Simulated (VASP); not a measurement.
# Hf (P6_3/mmc) in VASP: further runs

Hf is run at these levels: PBE; tasks: single point.

Everything below comes from runs of VASP 6.6.1. Logs are shortened: lines on timing, memory, paths and dates and some standing lists are left out, and cuts for length are marked.

## 1. The cell of the first run

It takes space group P6_3/mmc (No. 194, hexagonal). Conventional cell: a = 3.237 Å, b = 3.237 Å, c = 5.118 Å, α = 90.00°, β = 90.00°, γ = 120.00°. Hf (site symmetry -6m2) has 12 Hf at 3.17 to 3.24 Å within 4.2 Å.

## 2. Single point, PBE (volume scaled by 1.03, then relaxed in part)

Input file INCAR:

```
  PREC = Accurate
  ENCUT = 520
  EDIFF = 1E-6
  ISMEAR = 0
  SIGMA = 0.1
  LREAL = False
  LASPH = True
  NELM = 100
  ALGO = Normal
  ISIF = 2
  LWAVE = False
  LCHARG = True
  GGA = PE
  LELF = True
  LVHAR = True
  NBANDS = 17
```

Input file KPOINTS:

```
Automatic mesh
0
Gamma
  15 15 8
```

Input file POSCAR:

```
Hf
1.0
    3.2365500062      0.0000000000      0.0000000000
   -1.6182750031      2.8029345260      0.0000000000
    0.0000000000      0.0000000000      5.1178715071
Hf
2
Direct
    0.3333333333      0.6666666667      0.2500000000
    0.6666666667      0.3333333333      0.7500000000
```

Potentials or basis: VASP PAW PBE potentials, release 64 (Hf_pv).

Run with:

```sh
$ cat potpaw_PBE.64/Hf_pv/POTCAR > POTCAR
$ mpirun -np 1 vasp_std > vasp.out
```

OUTCAR:

```text
PREC = Accurate
   ENCUT = 520
   EDIFF = 1E-6
   ISMEAR = 0
   LREAL = False
   LASPH = True
   NELM = 100
   ISIF = 2
   GGA = PE

 ion  position               nearest neighbor table
   1  0.333  0.667  0.250-   2 3.17   2 3.17   2 3.17   2 3.17   2 3.17   2 3.17
   2  0.667  0.333  0.750-   1 3.17   1 3.17   1 3.17   1 3.17   1 3.17   1 3.17

  LATTYP: Found a hexagonal cell.
 ALAT       =     3.2365500062
 C/A-ratio  =     1.5812737320

  Lattice vectors:

 A1 = (   3.2365500062,   0.0000000000,   0.0000000000)
 A2 = (  -1.6182750031,   2.8029345260,   0.0000000000)
 A3 = (   0.0000000000,   0.0000000000,   5.1178715071)

Analysis of symmetry for initial positions (statically):
=====================================================================
 Subroutine PRICEL returns:
 Original cell was already a primitive cell.

 Routine SETGRP: Setting up the symmetry group for a
 hexagonal supercell.

 Subroutine GETGRP returns: Found 24 space group operations
 (whereof 12 operations were pure point group operations)
 out of a pool of 24 trial point group operations.

The static configuration has the point symmetry D_3d.
 The point group associated with its full space group is D_6h.

Analysis of symmetry for dynamics (positions and initial velocities):
=====================================================================
 Subroutine PRICEL returns:
 Original cell was already a primitive cell.

 Routine SETGRP: Setting up the symmetry group for a
 hexagonal supercell.

 Subroutine GETGRP returns: Found 24 space group operations
 (whereof 12 operations were pure point group operations)
 out of a pool of 24 trial point group operations.

The dynamic configuration has the point symmetry D_3d.
 The point group associated with its full space group is D_6h.

 Subroutine INISYM returns: Found 24 space group operations
 (whereof 12 operations are pure point group operations),
 and found     1 'primitive' translations

----------------------------------------------------------------------------------------

                                     Primitive cell

  volume of cell :      46.4285

  direct lattice vectors                    reciprocal lattice vectors
     3.236550006  0.000000000  0.000000000     0.308970972  0.178384474  0.000000000
    -1.618275003  2.802934526  0.000000000     0.000000000  0.356768947  0.000000000
     0.000000000  0.000000000  5.117871507     0.000000000  0.000000000  0.195393729

[... 81 lines left out ...]
   ENCUT  =  520.0 eV  38.22 Ry    6.18 a.u.   6.02  6.02  9.52*2*pi/ulx,y,z
   NELM   =    100;   NELMIN=  2; NELMDL= -5     # of ELM steps
   EDIFF  = 0.1E-05   stopping-criterion for ELM
   LREAL  =      F    real-space projection
   EDIFFG = 0.1E-04   stopping-criterion for IOM
   NSW    =      0    number of steps for IOM
   IBRION =     -1    ionic relax: 0-MD 1-quasi-New 2-CG
   NFREE  =      0    steps in history (QN), initial steepest desc. (CG)
   ISIF   =      2    stress and relaxation
   ISYM   =      2    0-nonsym 1-usesym 2-fastsym
   POTIM  = 0.5000    time-step for ionic-motion
   TEBEG  =    0.0;   TEEND  =   0.0 temperature during run
   PSTRESS=    0.0 pullay stress
   NELECT =      20.0000    total number of electrons
   NUPDOWN=      -1.0000    fix difference up-down
   EMIN   =  10.00;   EMAX   =-10.00  energy-range for DOS
   EFERMI =   0.00;   METHOD = LEGACY
   ISMEAR =     0;   SIGMA  =   0.10  broadening in eV -4-tet -1-fermi 0-gaus
   EFERMI_NEDOS =   21; number of points for ismear=-14 and -15
   IALGO  =     38    algorithm
   IMIX   =      4    mixing-type and parameters
     AMIX     =   0.40;   BMIX     =  1.00
     AMIX_MAG =   1.60;   BMIX_MAG =  1.00
  volume/ion in A,a.u.               =      23.21       156.66
  Fermi-wavevector in a.u.,A,eV,Ry     =   1.236393  2.336444 20.798793  1.528668
  Thomas-Fermi vector in A             =   2.371004
   LORBIT       =      0    0 simple, 1 ext, 2 COOP (PROOUT), +10 PAW based schemes
   GGA     = PE    functional components
   LHFCALC =     F    Hartree Fock is set to
   AEXX    =    0.0000 exact exchange contribution
   IVDW    =     0    specifies the selected vdW correction
   LEPSILON=     F    determine dielectric tensor
   LRPA    =     F    only Hartree local field effects (RPA)
 non-spin polarized calculation
 Gauss-broadening in eV      SIGMA  =   0.10
  energy-cutoff  :      520.00
  volume of cell :       46.43
 maximum number of plane-waves:      1284
   NGX = 13   NGY = 13   NGZ = 19

 number of electron      20.0000005 magnetization

 Free energy of the ion-electron system (eV)
  ---------------------------------------------------
  ext. energy  EPLUGINS =         0.00000000
  ---------------------------------------------------
  free energy    TOTEN  =       -19.83725273 eV

  energy without entropy =      -19.82989436  energy(sigma->0) =      -19.83357354

 E-fermi :   4.6788     XC(G=0): -11.1163

 val. band max:        4.6497232505   @ k =   0.2667   0.2000   0.5000
 cond. band min:       4.6923562103   @ k =   0.3333   0.2667   0.2500
 fundamental gap:      0.0426329598
 Fermi energy:         4.6787860725

 k-point     1 :       0.0000    0.0000    0.0000
  band No.  band energies     occupation
      1     -26.4467      2.00000
      2     -25.7876      2.00000
      3     -25.7876      2.00000
      4     -25.6811      2.00000
      5     -25.6737      2.00000
      6     -25.6737      2.00000
[... 457 lines left out ...]
      4     -26.0288      2.00000
      5     -25.9181      2.00000
      6     -25.8652      2.00000
[... 9 lines left out ...]
     16      10.3656      0.00000
     17      10.7772      0.00000

 [... further k-points ...]

------------------------ aborting loop because EDIFF is reached ----------------------------------------

  FORCE on cell =-STRESS in cart. coord.  units (eV):
  Direction    XX          YY          ZZ          XY          YZ          ZX
  --------------------------------------------------------------------------------------
  -------------------------------------------------------------------------------------
  Total       -0.9864864     -0.9864864     -1.0352682     -0.0000000      0.0000000     -0.0000000
  in kB      -34.0421554    -34.0421554    -35.7255415     -0.0000000      0.0000000     -0.0000000
  external PRESSURE =     -34.6032841 kB  Pullay stress =       0.0000000 kB

 VOLUME and BASIS-vectors are now :
 -----------------------------------------------------------------------------
  energy-cutoff  :      520.00
  volume of cell :       46.43
      direct lattice vectors                 reciprocal lattice vectors
     3.236550006  0.000000000  0.000000000     0.308970972  0.178384474  0.000000000
    -1.618275003  2.802934526  0.000000000     0.000000000  0.356768947  0.000000000
     0.000000000  0.000000000  5.117871507     0.000000000  0.000000000  0.195393729

 POSITION                                       TOTAL-FORCE (eV/Angst)
 -----------------------------------------------------------------------------------
     -0.00000      1.86862      1.27947        -0.000000      0.000000      0.000000
      1.61828      0.93431      3.83840         0.000000     -0.000000      0.000000
 -----------------------------------------------------------------------------------
    total drift:                               -0.000000      0.000000     -0.000000

  FREE ENERGIE OF THE ION-ELECTRON SYSTEM (eV)
  ---------------------------------------------------
  free  energy   TOTEN  =       -19.8372527281 eV

  energy  without entropy=      -19.8298943610  energy(sigma->0) =      -19.83357354
```

OSZICAR:

```text
N       E                     dE             d eps       ncg     rms          rms(c)
DAV:   1     0.504041582668E+02    0.50404E+02   -0.11363E+04  4598   0.111E+03
DAV:   2    -0.186872518097E+02   -0.69091E+02   -0.67476E+02  5897   0.249E+02
DAV:   3    -0.205827581766E+02   -0.18955E+01   -0.18778E+01  5989   0.273E+01
DAV:   4    -0.205987849245E+02   -0.16027E-01   -0.16017E-01  5764   0.302E+00
DAV:   5    -0.205989618821E+02   -0.17696E-03   -0.17692E-03  6079   0.277E-01    0.635E+01
DAV:   6    -0.200393703572E+02    0.55959E+00   -0.54114E-01  5439   0.467E+00    0.375E+01
DAV:   7    -0.198483596709E+02    0.19101E+00   -0.90037E-01  5586   0.576E+00    0.186E+00
DAV:   8    -0.198371642119E+02    0.11195E-01   -0.57765E-02  5350   0.154E+00    0.220E-01
DAV:   9    -0.198372646471E+02   -0.10044E-03   -0.11857E-03  6235   0.246E-01    0.186E-01
DAV:  10    -0.198372500397E+02    0.14607E-04   -0.70132E-05  5510   0.547E-02    0.237E-01
DAV:  11    -0.198372526221E+02   -0.25824E-05   -0.71420E-06  5912   0.190E-02    0.127E-02
DAV:  12    -0.198372527281E+02   -0.10599E-06   -0.36565E-07  3287   0.415E-03
   1 F= -.19837253E+02 E0= -.19833574E+02  d E =-.735837E-02
```

Wall time 33 s (1 thread of Intel Xeon Platinum 8488C (Sapphire Rapids), shared host); peak memory 0.22 GiB.

What came out:

- Free energy: -19.8373 eV
- Pressure: -3.5 GPa
- Band gap on the k mesh: zero (band 10 reaches 5.83 eV, above the bottom of band 11 at 4.25 eV)

Caveat: spin-orbit coupling is left out, which moves the levels of the heavy elements.

## 3. Single point, PBE (volume scaled by 1.06, then relaxed in part)

Input file INCAR:

```
SYSTEM = Hf
ALGO = Normal
EDIFF = 1E-6
ENCUT = 520
GGA = PE
ISIF = 2
ISMEAR = 0
LASPH = .TRUE.
LCHARG = .FALSE.
LREAL = .FALSE.
LWAVE = .FALSE.
NBANDS = 17
NELM = 80
PREC = Accurate
SIGMA = 0.1
```

Input file KPOINTS:

```
k-points
0
G
  15 15 8
  0 0 0
```

Input file POSCAR:

```
Hf
1.0
    3.2676725886      0.0000000000      0.0000000000
   -1.6338362943      2.8298874730      0.0000000000
    0.0000000000      0.0000000000      5.1670848291
Hf
2
Direct
    0.3333333333      0.6666666667      0.2500000000
    0.6666666667      0.3333333333      0.7500000000
```

Potentials or basis: VASP PAW PBE potentials, release 64 (Hf_pv).

Run with:

```sh
$ cat potpaw_PBE.64/Hf_pv/POTCAR > POTCAR
$ mpirun -np 1 vasp_std > vasp.out
```

It took 32 s on 1 thread of Intel Xeon Platinum 8488C (Sapphire Rapids), shared host; peak memory 0.22 GiB.

Results (log left out):

* Free energy: -19.7969 eV
* Pressure: -6.1 GPa
* Band gap on the k mesh: zero (band 10 reaches 5.63 eV, above the bottom of band 11 at 4.07 eV)

Stress tensor (GPa, compression positive):
```
-6.02  0.00  0.00
 0.00 -6.02  0.00
 0.00  0.00 -6.23
```

Levels at points of the mesh, in eV from the Fermi level:
| k point | band 7 | band 8 | band 9 | band 10 | band 11 | band 12 | band 13 | band 14 |
| --- | --- | --- | --- | --- | --- | --- | --- | --- |
| (0.00, 0.00, 0.00) | -7.17 | -3.53 | 0.42 | 1.14 | 1.14 | 1.40 | 1.89 | 1.89 |
| (0.00, 0.00, 0.50) | -5.30 | -5.30 | 0.15 | 0.15 | 1.04 | 1.04 | 1.04 | 1.04 |

Caveat: spin-orbit coupling is left out, which moves the levels of the heavy elements.

## 4. Single point, PBE (volume scaled by 1.10, then relaxed in part)

Input file INCAR:

```
SYSTEM = Hf
PREC = Accurate ; ENCUT = 520
EDIFF = 1E-7 ; ISMEAR = 0
SIGMA = 0.1 ; LREAL = .False.
LASPH = .True. ; NELM = 80
ALGO = Fast ; ISIF = 2
LWAVE = .False. ; LCHARG = .False.
GGA = PE ; NBANDS = 17
```

Input file KPOINTS:

```
regular mesh
0
Gamma
  15 15 8
  0 0 0
```

Input file POSCAR:

```
Hf
1.0
    3.3082689457      0.0000000000      0.0000000000
   -1.6541344728      2.8650449495      0.0000000000
    0.0000000000      0.0000000000      5.2312787821
Hf
2
Direct
    0.3333333333      0.6666666667      0.2500000000
    0.6666666667      0.3333333333      0.7500000000
```

Potentials or basis: VASP PAW PBE potentials, release 64 (Hf_pv).

Run with:

```sh
$ cat potpaw_PBE.64/Hf_pv/POTCAR > POTCAR
$ mpirun -np 1 vasp_std > vasp.out
```

OUTCAR:

```text
SYSTEM = Hf
   PREC = Accurate
   ENCUT = 520
   EDIFF = 1E-7
   ISMEAR = 0
   LREAL = .False.
   LASPH = .True.
   NELM = 80
   ISIF = 2
   GGA = PE

 ion  position               nearest neighbor table
   1  0.333  0.667  0.250-   2 3.24   2 3.24   2 3.24   2 3.24   2 3.24   2 3.24
   2  0.667  0.333  0.750-   1 3.24   1 3.24   1 3.24   1 3.24   1 3.24   1 3.24

  LATTYP: Found a hexagonal cell.
 ALAT       =     3.3082689457
 C/A-ratio  =     1.5812737320

  Lattice vectors:

[... 672 lines left out ...]

  FORCE on cell =-STRESS in cart. coord.  units (eV):
  Direction    XX          YY          ZZ          XY          YZ          ZX
  --------------------------------------------------------------------------------------
  -------------------------------------------------------------------------------------
  Total       -2.7862013     -2.7862013     -2.8536775     -0.0000000     -0.0000000      0.0000000
  in kB      -90.0291112    -90.0291112    -92.2094335     -0.0000000     -0.0000000      0.0000000
  external PRESSURE =     -90.7558853 kB  Pullay stress =       0.0000000 kB

 VOLUME and BASIS-vectors are now :
 -----------------------------------------------------------------------------
  energy-cutoff  :      520.00
  volume of cell :       49.58
      direct lattice vectors                 reciprocal lattice vectors
     3.308268946  0.000000000  0.000000000     0.302272885  0.174517332  0.000000000
    -1.654134473  2.865044950  0.000000000     0.000000000  0.349034664  0.000000000
     0.000000000  0.000000000  5.231278782     0.000000000  0.000000000  0.191157849

 POSITION                                       TOTAL-FORCE (eV/Angst)
 -----------------------------------------------------------------------------------
     -0.00000      1.91003      1.30782         0.000000      0.000000      0.000000
      1.65413      0.95501      3.92346        -0.000000     -0.000000      0.000000
 -----------------------------------------------------------------------------------
    total drift:                               -0.000000      0.000000     -0.000000

  FREE ENERGIE OF THE ION-ELECTRON SYSTEM (eV)
  ---------------------------------------------------
  free  energy   TOTEN  =       -19.7112295288 eV

  energy  without entropy=      -19.7030842994  energy(sigma->0) =      -19.70715691
```

OSZICAR:

```text
N       E                     dE             d eps       ncg     rms          rms(c)
DAV:   1     0.486408145044E+02    0.48641E+02   -0.11320E+04  4638   0.110E+03
DAV:   2    -0.186339240445E+02   -0.67275E+02   -0.65642E+02  5935   0.243E+02
DAV:   3    -0.205464686870E+02   -0.19125E+01   -0.18955E+01  6046   0.269E+01
DAV:   4    -0.205641205312E+02   -0.17652E-01   -0.17637E-01  5850   0.312E+00
DAV:   5    -0.205643324572E+02   -0.21193E-03   -0.21187E-03  6181   0.298E-01    0.605E+01
RMM:   6    -0.199272155461E+02    0.63712E+00   -0.55613E-01  4612   0.440E+00    0.362E+01
RMM:   7    -0.197230565168E+02    0.20416E+00   -0.13591E+00  5429   0.676E+00    0.195E+00
RMM:   8    -0.197093083392E+02    0.13748E-01   -0.11941E-01  5069   0.237E+00    0.466E-01
RMM:   9    -0.197110495620E+02   -0.17412E-02   -0.20061E-02  6580   0.857E-01    0.618E-01
RMM:  10    -0.197115249828E+02   -0.47542E-03   -0.29400E-03  6409   0.338E-01    0.201E+00
RMM:  11    -0.197112533332E+02    0.27165E-03   -0.40472E-04  5597   0.144E-01    0.444E-01
RMM:  12    -0.197112266453E+02    0.26688E-04   -0.11861E-04  5797   0.661E-02    0.552E-02
RMM:  13    -0.197112287860E+02   -0.21407E-05   -0.15341E-05  6868   0.226E-02    0.405E-02
RMM:  14    -0.197112296438E+02   -0.85773E-06   -0.75820E-06  5418   0.186E-02    0.129E-02
RMM:  15    -0.197112296134E+02    0.30376E-07   -0.10935E-06  6611   0.741E-03    0.556E-03
RMM:  16    -0.197112295288E+02    0.84564E-07   -0.10803E-07  4219   0.241E-03
   1 F= -.19711230E+02 E0= -.19707157E+02  d E =-.814523E-02
```

It took 80 s on 1 thread of Intel Xeon Platinum 8488C (Sapphire Rapids), shared host; peak memory 0.24 GiB.

What came out:

| Item | Value |
| --- | --- |
| Free energy | -19.7112 eV |
| Pressure | -9.1 GPa |
| Band gap on the k mesh | zero (band 10 reaches 5.37 eV, above the bottom of band 11 at 3.85 eV) |

Levels at points of the mesh, in eV from the Fermi level:
```csv
k point,band 6,band 7,band 8,band 9,band 10,band 11,band 12,band 13,band 14,band 15
"(0.00, 0.00, 0.00)",-30.60,-7.04,-3.43,0.32,1.12,1.12,1.36,1.83,1.83,2.39
"(0.00, 0.00, 0.50)",-30.64,-5.24,-5.24,0.16,0.16,1.02,1.02,1.02,1.02,4.27
```

Caveat: spin-orbit coupling is left out, which moves the levels of the heavy elements.

## 5. Overview

```tsv
cell	gap on the mesh (eV)	pressure (GPa)
a = 3.237, b = 3.237, c = 5.118 Å, angles 90.0, 90.0, 120.0°, 2 atoms	none	-3.5
a = 3.268, b = 3.268, c = 5.167 Å, angles 90.0, 90.0, 120.0°, 2 atoms	none	-6.1
a = 3.308, b = 3.308, c = 5.231 Å, angles 90.0, 90.0, 120.0°, 2 atoms	none	-9.1
```

Alike in all rows: task single point; level PBE; potentials or basis VASP PAW PBE potentials, release 64 (Hf_pv); no spin polarisation; k mesh 15 × 15 × 8; cutoff (eV) 520; smearing gaussian 0.1 eV.

Caveats: spin-orbit coupling is left out, which moves the levels of the heavy elements.

Absolute energies hang on the potentials; compare differences alone.
